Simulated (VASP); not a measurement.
A run of VASP 6.6.1 is set up as follows.

Contents of INCAR:

```
PREC = Accurate
ENCUT = 520
EDIFF = 1E-8
ISMEAR = 0
SIGMA = 0.15
LREAL = F
LASPH = T
NELM = 100
ALGO = Normal
ISIF = 2
LWAVE = F
LCHARG = F
GGA = PS
IBRION = 8
NSW = 1
```

The input KPOINTS:

```
regular mesh
0
Gamma
  10 10 10
```

File POSCAR:

```
PbS2
1.0
    0.0000000000      3.3236946756      3.3236946756
    3.3236946756      0.0000000000      3.3236946756
    3.3236946756      3.3236946756      0.0000000000
Pb S
1 2
Direct
    0.0000000000      0.0000000000      0.0000000000
    0.2500000000      0.2500000000      0.2500000000
    0.7500000000      0.7500000000      0.7500000000
```

Potentials or basis: VASP PAW PBE potentials, release 64 (Pb_d, S).

Command:

```bash
$ cat potpaw_PBE.64/Pb_d/POTCAR potpaw_PBE.64/S/POTCAR > POTCAR
$ mpirun -np 1 vasp_std > vasp.out
```

Question: What does it give for the highest phonon frequency at Γ, LO-TO splitting left out?

Answer: 124 cm⁻¹.

Phonon frequencies in cm⁻¹ (negative: imaginary):
| q point | frequencies |
| --- | --- |
| (0.000, 0.000, 0.000) | 0 0 0 119 119 119 124 124 124 |
